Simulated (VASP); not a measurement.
Cr, 1 atom in the cell. It takes space group Im-3m (No. 229, cubic). The conventional cell has a = 2.467 Å, b = 2.467 Å, c = 2.467 Å, α = 90.00°, β = 90.00°, γ = 90.00°. Cr (site symmetry m-3m) has 14 Cr at 2.14 to 2.47 Å within 2.8 Å. 

```yaml
Program: VASP 6.6.1
Task: single point
Functional: PBE
Potentials_or_basis: VASP PAW PBE potentials, release 64 (Cr_pv)
Cutoff: 520 eV
k_mesh: 21 × 21 × 21
Occupations: fermi-dirac, width 0.05 eV
Spin: collinear spin, ferromagnetic start
Starting_moments: "[2.0] μB"
Dipole_correction: no
Further_INCAR_settings: ALGO = Normal; EDIFF = 1e-06; NBANDS = 16
```

Potentials or basis: VASP PAW PBE potentials, release 64 (Cr_pv).

Command:

```console
$ cat potpaw_PBE.64/Cr_pv/POTCAR > POTCAR
$ mpirun -np 1 vasp_std > vasp.out
```

Hardware: 1 thread of Intel Xeon 8259CL, with other jobs on the host.

**Question.** Estimate the wall time of this run.

**Answer.** Wall time 48 s on 1 thread of Intel Xeon 8259CL, on a shared host, peak memory 0.16 GiB. Counts: scf iterations 14, k points 286.
